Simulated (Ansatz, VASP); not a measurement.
Ir: VASP beside Ansatz

The input POSCAR:

```
Ir
1.0
    4.3488760720      0.0000000000      0.0000000000
   -2.1744380360      3.7662371562      0.0000000000
    0.0000000000      0.0000000000      2.6799618926
Ir
3
Direct
    0.0000000000      0.0000000000      0.0000000000
    0.3333333333      0.6666666667      0.5000000000
    0.6666666667      0.3333333333      0.5000000000
```

The input INCAR.step1:

```
SYSTEM = Ir
  ALGO = Normal
  EDIFF = 1E-4
  ENCUT = 600
  GGA = PE
  ISMEAR = 0
  LASPH = .True.
  LCHARG = .False.
  LREAL = .False.
  LWAVE = .True.
  NELM = 80
  PREC = Accurate
  SIGMA = 0.1
```

INCAR.step2

```
SYSTEM = Ir
  ALGO = Normal
  EDIFF = 1E-6
  EDIFFG = -0.01
  ENCUT = 600
  IBRION = 2
  ISIF = 3
  ISMEAR = 0
  ISTART = 1
  LASPH = .True.
  LCHARG = .False.
  LMIXTAU = .True.
  LREAL = .False.
  LWAVE = .False.
  METAGGA = R2SCAN
  NELM = 80
  NSW = 80
  PREC = Accurate
  SIGMA = 0.1
```

The input KPOINTS:

```
k-points
0
Gamma
  12 12 16
  0 0 0
```

Input for Ansatz:

```yaml
crystal:
  lattice:
    - [4.348876072, 0.0, 0.0]
    - [-2.174438036, 3.7662371562, 0.0]
    - [0.0, 0.0, 2.6799618926]
  atoms:
    - { symbol: Ir, position: [0.0, 0.0, 0.0] }
    - { symbol: Ir, position: [0.3333333333, 0.6666666667, 0.5] }
    - { symbol: Ir, position: [0.6666666667, 0.3333333333, 0.5] }
basis:
  ecutwfc: 500
kpoints:
  mp_grid: { grid: [12, 12, 16] }
hamiltonian:
  xc: r2scan
scf:
  occupations: { method: gaussian, width: 0.1 }
output:
  forces: true
  stress: true
  eigenvalues: true
relax:
  adjacent_minimum: "off"
  f_tol: 0.01
  max_steps: 60
  cell: { stress_tol: 0.1 }
```

Alike in both runs: task relaxation of cell and atoms; functional r2SCAN; k mesh 12 × 12 × 16; occupations gaussian, width 0.1 eV; no spin polarisation.

```csv
,VASP,Ansatz
version,VASP 6.6.1,Ansatz 0.2.0
potentials or method,"VASP PAW PBE potentials, release 64 (Ir), cutoff 600 eV","scalar-relativistic, plane waves, PAW"
valence electrons in the cell,27,51
```

VASP gave:

- gap on the k mesh at the Fermi level, each at its own relaxed structure (eV): none
- relaxed volume (Å³/atom): 14.74
- relaxed length of the cell vector where the two differ most in proportion (Å): 4.360

Q: What did Ansatz give for the same quantities?

A: gap on the k mesh at the Fermi level, each at its own relaxed structure (eV): none; relaxed volume (Å³/atom): 14.64; relaxed length of the cell vector where the two differ most in proportion (Å): 4.351.

VASP's potentials were made for PBE, not for r2SCAN. A gap of «none» marks a metal or a gap that the smearing closes. VASP's potentials hold 27 valence electrons a cell and Ansatz's 51, so a difference there can come from the potentials and not from the codes.

Neither program's run includes spin-orbit coupling.
